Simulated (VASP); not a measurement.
# Rb2HfS2 (Ibam) in VASP: single point with PBE

Aim: the single point of Rb2HfS2 with PBE.

Program: VASP 6.6.1. These are calculated values, not measurements. Logs are shortened: lines on timing, memory, paths and dates and some standing lists are left out, and cuts for length are marked.

### 1 The cell of the first run

It takes space group Ibam (No. 72, orthorhombic). The conventional cell has a = 7.277 Å, b = 13.571 Å, c = 6.507 Å, α = 90.00°, β = 90.00°, γ = 90.00°. Rb (site symmetry m) has 6 S at 3.40 to 3.90 Å and 2 Hf at 3.57 Å and 4 Rb at 4.01 to 4.47 Å within 4.5 Å. S (site symmetry m) has 2 Hf at 2.55 Å and 1 Rb at 3.40 Å within 3.4 Å. Hf (site symmetry 222) has 4 S at 2.55 Å and 2 Hf at 3.25 Å within 3.4 Å.

### 2 Single point, PBE

Input file INCAR:

```
SYSTEM = Rb2HfS2
  ALGO = Normal
  EDIFF = 1E-6
  ENCUT = 520
  GGA = PE
  ISIF = 2
  ISMEAR = -1
  LASPH = .True.
  LCHARG = .False.
  LREAL = .False.
  LWAVE = .False.
  NBANDS = 51
  NELM = 100
  PREC = Accurate
  SIGMA = 0.1
```

Input file KPOINTS:

```
k-points
0
Gamma
  3 3 3
  0 0 0
```

Input file POSCAR:

```
Rb2HfS2
1.0
    0.0000000000      0.0000000000      6.5066450000
    7.2766740000      0.0000000000      0.0000000000
    3.6383370000      6.7852610000     -3.2533230000
Rb S Hf
4 4 2
Direct
    0.1475300000      0.1917700000      0.2950600000
    0.8524700000      0.8082300000      0.7049400000
    0.3524700000      0.4868300000      0.7049400000
    0.6475300000      0.5131700000      0.2950600000
    0.8975200000      0.2926800000      0.7950400000
    0.1024800000      0.7073200000      0.2049600000
    0.6024800000      0.0877200000      0.2049600000
    0.3975200000      0.9122800000      0.7950400000
    0.2500000000      0.0000000000      0.0000000000
    0.7500000000      0.0000000000      0.0000000000
```

Potentials or basis: VASP PAW PBE potentials, release 64 (Rb_sv, S, Hf_pv).

Command:

```console
$ cat potpaw_PBE.64/Rb_sv/POTCAR potpaw_PBE.64/S/POTCAR potpaw_PBE.64/Hf_pv/POTCAR > POTCAR
$ mpirun -np 1 vasp_std > vasp.out
```

OUTCAR:

```text
SYSTEM = Rb2HfS2
   EDIFF = 1E-6
   ENCUT = 520
   GGA = PE
   ISIF = 2
   ISMEAR = -1
   LASPH = .True.
   LREAL = .False.
   NELM = 100
   PREC = Accurate

 ion  position               nearest neighbor table
   1  0.148  0.192  0.295-   8 3.40   6 3.48   7 3.48   7 3.48   5 3.56  10 3.57   9 3.57   6 3.90
                             4 4.01   4 4.01   2 4.47   2 4.47   3 4.58   3 4.58   2 4.64   3 5.16
   2  0.852  0.808  0.705-   7 3.40   5 3.48   8 3.48   8 3.48   6 3.56   9 3.57  10 3.57   5 3.90
                             3 4.01   3 4.01   1 4.47   1 4.47   4 4.58   4 4.58   1 4.64   4 5.16
   3  0.352  0.487  0.705-   6 3.40   8 3.48   5 3.48   5 3.48   7 3.56  10 3.57   9 3.57   8 3.90
                             2 4.01   2 4.01   4 4.47   4 4.47   1 4.58   1 4.58   4 4.64   1 5.16
   4  0.648  0.513  0.295-   5 3.40   7 3.48   6 3.48   6 3.48   8 3.56   9 3.57  10 3.57   7 3.90
                             1 4.01   1 4.01   3 4.47   3 4.47   2 4.58   2 4.58   3 4.64   2 5.16
   5  0.898  0.293  0.795-   9 2.55  10 2.55   4 3.40   2 3.48   3 3.48   3 3.48   1 3.56   2 3.90

   6  0.102  0.707  0.205-  10 2.55   9 2.55   3 3.40   1 3.48   4 3.48   4 3.48   2 3.56   1 3.90

   7  0.602  0.088  0.205-   9 2.55  10 2.55   2 3.40   4 3.48   1 3.48   1 3.48   3 3.56   4 3.90

   8  0.398  0.912  0.795-  10 2.55   9 2.55   1 3.40   3 3.48   2 3.48   2 3.48   4 3.56   3 3.90

   9  0.250  0.000  0.000-   5 2.55   7 2.55   6 2.55   8 2.55  10 3.25  10 3.25   2 3.57   4 3.57
                             3 3.57   1 3.57
  10  0.750  0.000  0.000-   6 2.55   8 2.55   7 2.55   5 2.55   9 3.25   9 3.25   1 3.57   3 3.57
                             2 3.57   4 3.57

  LATTYP: Found a body centered orthorhombic cell.
 ALAT       =     6.5066450000
 B/A-ratio  =     1.1183450150
 C/A-ratio  =     2.0856404491

  Lattice vectors:

 A1 = (   3.6383370000,  -6.7852610000,   3.2533230000)
 A2 = (  -3.6383370000,  -6.7852610000,  -3.2533220000)
 A3 = (   3.6383370000,   6.7852610000,  -3.2533230000)

Analysis of symmetry for initial positions (statically):
=====================================================================
 Subroutine PRICEL returns:
 Original cell was already a primitive cell.

 Routine SETGRP: Setting up the symmetry group for a
 body centered orthorhombic supercell.

 Subroutine GETGRP returns: Found  8 space group operations
 (whereof  4 operations were pure point group operations)
 out of a pool of  8 trial point group operations.

The static configuration has the point symmetry C_2h.
 The point group associated with its full space group is D_2h.

Analysis of symmetry for dynamics (positions and initial velocities):
=====================================================================
 Subroutine PRICEL returns:
 Original cell was already a primitive cell.

 Routine SETGRP: Setting up the symmetry group for a
 body centered orthorhombic supercell.

 Subroutine GETGRP returns: Found  8 space group operations
 (whereof  4 operations were pure point group operations)
 out of a pool of  8 trial point group operations.

The dynamic configuration has the point symmetry C_2h.
 The point group associated with its full space group is D_2h.

 Subroutine INISYM returns: Found  8 space group operations
 (whereof  4 operations are pure point group operations),
 and found     1 'primitive' translations

----------------------------------------------------------------------------------------

                                     Primitive cell

  volume of cell :     321.2600

  direct lattice vectors                    reciprocal lattice vectors
     0.000000000  0.000000000  6.506645000     0.000000000  0.073689144  0.153689036
     7.276674000  0.000000000  0.000000000     0.137425423 -0.073689133  0.000000000
     3.638337000  6.785261000 -3.253323000     0.000000000  0.147378266  0.000000000

  length of vectors
     6.506645000  7.276674000  8.358311642     0.170441808  0.155935356  0.147378266

  position of ions in fractional coordinates (direct lattice)
     0.147530000  0.191770000  0.295060000
     0.852470000  0.808230000  0.704940000
     0.352470000  0.486830000  0.704940000
     0.647530000  0.513170000  0.295060000
     0.897520000  0.292680000  0.795040000
     0.102480000  0.707320000  0.204960000
     0.602480000  0.087720000  0.204960000
     0.397520000  0.912280000  0.795040000
     0.250000000  0.000000000  0.000000000
     0.750000000  0.000000000  0.000000000

  ion indices of the primitive-cell ions
   primitive index   ion index
                 1           1
                 2           2
                 3           3
                 4           4
                 5           5
                 6           6
                 7           7
                 8           8
                 9           9
                10          10

----------------------------------------------------------------------------------------

 KPOINTS: k-points

Automatic generation of k-mesh.
 Grid dimensions read from file:
 generate k-points for:    3    3    3

 Generating k-lattice:

  Cartesian coordinates                     Fractional coordinates (reciprocal lattice)
     0.000000000  0.024563048  0.051229679     0.333333333  0.000000000 -0.000000000
     0.045808474 -0.024563044  0.000000000     0.000000000  0.333333333 -0.000000000
     0.000000000  0.049126089  0.000000000     0.000000000  0.000000000  0.333333333

  Length of vectors
     0.056813936  0.051978452  0.049126089

  Shift w.r.t. Gamma in fractional coordinates (k-lattice)
     0.000000000  0.000000000  0.000000000

 Subroutine IBZKPT returns following result:
 ===========================================

 Found      8 irreducible k-points:

 Following reciprocal coordinates:
            Coordinates               Weight
  0.000000  0.000000  0.000000      1.000000
  0.333333  0.000000  0.000000      4.000000
  0.000000  0.333333  0.000000      4.000000
  0.333333  0.333333  0.000000      4.000000
 -0.333333  0.333333  0.000000      8.000000
  0.000000  0.000000  0.333333      2.000000
  0.333333  0.000000  0.333333      2.000000
  0.000000 -0.333333  0.333333      2.000000
   k-points           NKPTS =      8   k-points in BZ     NKDIM =      8   number of bands    NBANDS=     51
   number of dos      NEDOS =    301   number of ions     NIONS =     10
   total plane-waves  NPLWV = 165888
   dimension x,y,z NGX =    48 NGY =   54 NGZ =   64
   dimension x,y,z NGXF=    96 NGYF=  108 NGZF=  128
   ions per type =               4   4   2
   NGX,Y,Z   is equivalent  to a cutoff of  12.26, 12.34, 12.73 a.u.
   NGXF,Y,Z  is equivalent  to a cutoff of  24.53, 24.67, 25.46 a.u.
 SYSTEM =  Rb2HfS2
   PREC   = accura    normal or accurate (medium, high low for compatibility)
   ISTART =      0    job   : 0-new  1-cont  2-samecut
   ICHARG =      2    charge: 1-file 2-atom 10-const
   ISPIN  =      1    spin polarized calculation?
   LNONCOLLINEAR =      F non collinear calculations
   LSORBIT =      F    spin-orbit coupling
   LASPH  =      T    aspherical Exc in radial PAW
   ENCUT  =  520.0 eV  38.22 Ry    6.18 a.u.  12.10 13.53 15.54*2*pi/ulx,y,z
   NELM   =    100;   NELMIN=  2; NELMDL= -5     # of ELM steps
   EDIFF  = 0.1E-05   stopping-criterion for ELM
   LREAL  =      F    real-space projection
   EDIFFG = 0.1E-04   stopping-criterion for IOM
   NSW    =      0    number of steps for IOM
   IBRION =     -1    ionic relax: 0-MD 1-quasi-New 2-CG
   NFREE  =      0    steps in history (QN), initial steepest desc. (CG)
   ISIF   =      2    stress and relaxation
   ISYM   =      2    0-nonsym 1-usesym 2-fastsym
   POTIM  = 0.5000    time-step for ionic-motion
   TEBEG  =    0.0;   TEEND  =   0.0 temperature during run
   PSTRESS=    0.0 pullay stress
   NELECT =      80.0000    total number of electrons
   NUPDOWN=      -1.0000    fix difference up-down
   EMIN   =  10.00;   EMAX   =-10.00  energy-range for DOS
   EFERMI =   0.00;   METHOD = LEGACY
   ISMEAR =    -1;   SIGMA  =   0.10  broadening in eV -4-tet -1-fermi 0-gaus
   EFERMI_NEDOS =   21; number of points for ismear=-14 and -15
   IALGO  =     38    algorithm
   IMIX   =      4    mixing-type and parameters
     AMIX     =   0.40;   BMIX     =  1.00
     AMIX_MAG =   1.60;   BMIX_MAG =  1.00
  volume/ion in A,a.u.               =      32.13       216.80
  Fermi-wavevector in a.u.,A,eV,Ry     =   1.029957  1.946337 14.433229  1.060812
  Thomas-Fermi vector in A             =   2.164031
   LORBIT       =      0    0 simple, 1 ext, 2 COOP (PROOUT), +10 PAW based schemes
   GGA     = PE    functional components
   LHFCALC =     F    Hartree Fock is set to
   AEXX    =    0.0000 exact exchange contribution
   IVDW    =     0    specifies the selected vdW correction
   LEPSILON=     F    determine dielectric tensor
   LRPA    =     F    only Hartree local field effects (RPA)
 non-spin polarized calculation
  energy-cutoff  :      520.00
  volume of cell :      321.26
 maximum number of plane-waves:      8686
   NGX = 25   NGY = 27   NGZ = 31

 number of electron      80.0000004 magnetization

 Free energy of the ion-electron system (eV)
  ---------------------------------------------------
  ext. energy  EPLUGINS =         0.00000000
  ---------------------------------------------------
  free energy    TOTEN  =       -49.71721299 eV

  energy without entropy =      -49.54331800  energy(sigma->0) =      -49.63026550

 E-fermi :   3.6621     XC(G=0):  -8.1381

 val. band max:        3.6557194600   @ k =   0.0000   0.0000   0.0000
 cond. band min:       3.7513386162   @ k =   0.0000   0.3333   0.0000
 fundamental gap:      0.0956191562
 Fermi energy:         3.6621148716

 k-point     1 :       0.0000    0.0000    0.0000
  band No.  band energies     occupation
      1     -27.9522      2.00000
      2     -27.8953      2.00000
      3     -27.8839      2.00000
      4     -27.8451      2.00000
      5     -27.8331      2.00000
      6     -27.5786      2.00000
[... 43 lines left out ...]
     50       6.0561      0.00000
     51       6.3315      0.00000
[... 376 lines left out ...]
     50       5.9546      0.00000
     51       5.9758      0.00000

------------------------ aborting loop because EDIFF is reached ----------------------------------------

  FORCE on cell =-STRESS in cart. coord.  units (eV):
  Direction    XX          YY          ZZ          XY          YZ          ZX
  --------------------------------------------------------------------------------------
  -------------------------------------------------------------------------------------
  Total       -0.1015044     -1.6434312     -2.1374849      0.0000000      0.0000001      0.0000000
  in kB       -0.5062195     -8.1960675    -10.6599962      0.0000000      0.0000006      0.0000000
  external PRESSURE =      -6.4540944 kB  Pullay stress =       0.0000000 kB

 VOLUME and BASIS-vectors are now :
 -----------------------------------------------------------------------------
  energy-cutoff  :      520.00
  volume of cell :      321.26
      direct lattice vectors                 reciprocal lattice vectors
     0.000000000  0.000000000  6.506645000     0.000000000  0.073689144  0.153689036
     7.276674000  0.000000000  0.000000000     0.137425423 -0.073689133  0.000000000
     3.638337000  6.785261000 -3.253323000     0.000000000  0.147378266  0.000000000

 POSITION                                       TOTAL-FORCE (eV/Angst)
 -----------------------------------------------------------------------------------
      2.46898      2.00206     -0.00000         0.227967      0.230538     -0.000000
      8.44604      4.78320      3.25332        -0.227967     -0.230538      0.000000
      6.10731      4.78320     -0.00000         0.227967     -0.230538      0.000000
      4.80770      2.00206      3.25332        -0.227967      0.230538     -0.000000
      5.02236      5.39455      3.25332        -0.480822      0.590381     -0.000000
      5.89265      1.39071     -0.00000         0.480822     -0.590381      0.000000
      1.38402      1.39071      3.25332        -0.480822     -0.590381      0.000000
      9.53099      5.39455     -0.00000         0.480822      0.590381     -0.000000
      0.00000      0.00000      1.62666         0.000000      0.000000      0.000000
      0.00000      0.00000      4.87998        -0.000000      0.000000      0.000000
 -----------------------------------------------------------------------------------
    total drift:                               -0.000000     -0.000000     -0.000000

  FREE ENERGIE OF THE ION-ELECTRON SYSTEM (eV)
  ---------------------------------------------------
  free  energy   TOTEN  =       -49.7172129940 eV

  energy  without entropy=      -49.5433179961  energy(sigma->0) =      -49.63026550
```

Run time: 91 s. Hardware: 1 thread of Intel Xeon 6975P-C (Granite Rapids), shared host; peak memory 0.46 GiB.

Results:

```
Free energy            : -49.7172 eV
Pressure               : -0.6 GPa
Largest force          : 0.761 eV/Å
Band gap on the k mesh : zero (band 40 reaches 3.63 eV, above the bottom of band 41 at 3.46 eV)
```

Forces on the atoms (eV/Å):
```
Rb   0.228  0.231  0.000
Rb  -0.228 -0.231  0.000
Rb   0.228 -0.231  0.000
Rb  -0.228  0.231  0.000
S   -0.481  0.590  0.000
S    0.481 -0.590  0.000
S   -0.481 -0.590  0.000
S    0.481  0.590  0.000
Hf   0.000  0.000  0.000
Hf   0.000  0.000  0.000
```

Stress tensor (GPa, compression positive):
```
-0.05  0.00  0.00
 0.00 -0.82  0.00
 0.00  0.00 -1.07
```

Caveat: spin-orbit coupling is left out, which moves the levels of the heavy elements.
